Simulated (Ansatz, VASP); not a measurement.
**One calculation of BN, two programs**

File INCAR:

```
PREC     = Accurate       # precision mode
ENCUT    = 600            # plane-wave cutoff, eV
EDIFF    = 1E-7           # SCF threshold, eV
ISMEAR   = 0              # smearing method
SIGMA    = 0.02           # smearing width, eV
LREAL    = F              # projectors in reciprocal space
LASPH    = T              # aspherical terms in the spheres
NELM     = 60             # most SCF steps
ALGO     = Normal         # electronic algorithm
ISIF     = 3              # what is computed and relaxed
LWAVE    = F              # write WAVECAR
LCHARG   = F              # write CHGCAR
GGA      = PE             # functional
IBRION   = 2              # ionic algorithm
NSW      = 100            # ionic steps
EDIFFG   = -0.005         # ionic threshold
```

The input KPOINTS:

```
regular mesh
0
Gamma
  12 12 4
```

Contents of POSCAR:

```
BN
1.0
    2.5121768666      0.0000000000      0.0000000000
   -1.2560884333      2.1756089853      0.0000000000
    0.0000000000      0.0000000000      8.3694704798
B N
2 2
Direct
    0.3333333333      0.6666666667      0.2500000000
    0.6666666667      0.3333333333      0.7500000000
    0.3333333333      0.6666666667      0.7500000000
    0.6666666667      0.3333333333      0.2500000000
```

Input for Ansatz:

```yaml
crystal:
  lattice:
    - [2.5121768666, 0.0, 0.0]
    - [-1.2560884333, 2.1756089853, 0.0]
    - [0.0, 0.0, 8.3694704798]
  atoms:
    - { symbol: B, position: [0.3333333333, 0.6666666667, 0.25] }
    - { symbol: B, position: [0.6666666667, 0.3333333333, 0.75] }
    - { symbol: "N", position: [0.3333333333, 0.6666666667, 0.75] }
    - { symbol: "N", position: [0.6666666667, 0.3333333333, 0.25] }
basis:
  ecutwfc: 420
kpoints:
  mp_grid: { grid: [12, 12, 4] }
hamiltonian:
  xc: pbe
scf:
  occupations: { method: gaussian, width: 0.02 }
output:
  forces: true
  stress: true
  eigenvalues: true
relax:
  adjacent_minimum: "off"
  f_tol: 0.005
  max_steps: 80
  cell: { stress_tol: 0.05 }
```

Alike in both runs: task relaxation of cell and atoms; functional PBE; k mesh 12 × 12 × 4; occupations gaussian, width 0.02 eV; no spin polarisation.

|  | VASP | Ansatz |
| --- | --- | --- |
| version | VASP 6.6.1 | Ansatz 0.2.0 |
| potentials or method | VASP PAW PBE potentials, release 64 (B, N), cutoff 600 eV | scalar-relativistic, plane waves, PAW |
| valence electrons in the cell | 16 | 16 |

VASP gave:

- gap on the k mesh at the Fermi level, each at its own relaxed structure (eV): 4.51
- relaxed volume (Å³/atom): 10.74
- relaxed length of the cell vector where the two differ most in proportion (Å): 7.859

What did Ansatz give for the same quantities?

gap on the k mesh at the Fermi level, each at its own relaxed structure (eV): 4.39; relaxed volume (Å³/atom): 11.44; relaxed length of the cell vector where the two differ most in proportion (Å): 8.369.

One of these differences is far larger than is usual between the two programs; its cause wasn't traced.
